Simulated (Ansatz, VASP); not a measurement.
One calculation of CaB2, two programs

File INCAR:

```
SYSTEM = CaB2
ALGO = Normal
EDIFF = 1E-6
ENCUT = 520
ISIF = 2
ISMEAR = -1
LASPH = .True.
LCHARG = .True.
LELF = .True.
LREAL = .False.
LVHAR = .True.
LWAVE = .False.
NBANDS = 15
NELM = 100
PREC = Accurate
SIGMA = 0.1
```

KPOINTS

```
k-points
0
Gamma
  10 10 7
  0 0 0
```

File POSCAR:

```
CaB2
1.0
    3.2264302800      0.0000000000      0.0000000000
   -1.6132151400      2.7941705900      0.0000000000
    0.0000000000      0.0000000000      4.0673920000
Ca B
1 2
Direct
    0.0000000000      0.0000000000      0.0000000000
    0.3333333300      0.6666666700      0.5000000000
    0.6666666700      0.3333333300      0.5000000000
```

Input for Ansatz:

```yaml
crystal:
  lattice:
    - [3.22643028, 0.0, 0.0]
    - [-1.61321514, 2.79417059, 0.0]
    - [0.0, 0.0, 4.067392]
  atoms:
    - { symbol: Ca, position: [0.0, 0.0, 0.0] }
    - { symbol: B, position: [0.33333333, 0.66666667, 0.5] }
    - { symbol: B, position: [0.6666666699999999, 0.33333333, 0.5] }
kpoints:
  mp_grid:
    grid: [10, 10, 7]
hamiltonian:
  xc: lda
  pseudopotentials:
    kind: paw
scf:
  occupations:
    method: fermi_dirac
    width: 0.1
output:
  forces: true
  stress: true
  eigenvalues: true
```

Alike in both runs: task single point; functional LDA; k mesh 10 × 10 × 7; occupations fermi-dirac, width 0.1 eV; no spin polarisation.

|  | VASP | Ansatz |
| --- | --- | --- |
| version | VASP 6.6.1 | Ansatz 0.2.0 |
| potentials or method | VASP PAW LDA potentials, release 64 (Ca_sv, B) | plane waves, PAW |
| plane-wave cutoff (eV) | 520 | 420 |
| valence electrons in the cell | 16 | 16 |

```csv
,VASP,Ansatz,Ansatz less VASP
gap on the k mesh at the Fermi level (eV),none,none,-
pressure (GPa),-6.6,-7.0,-0.41
"traceless stress, the component that is largest in VASP (GPa)",0.56,0.41,-0.152
```

LDA's correlation is that of Perdew and Zunger in VASP and of Perdew and Wang (1992) in Ansatz. A gap of «none» marks a metal or a gap that the smearing closes.
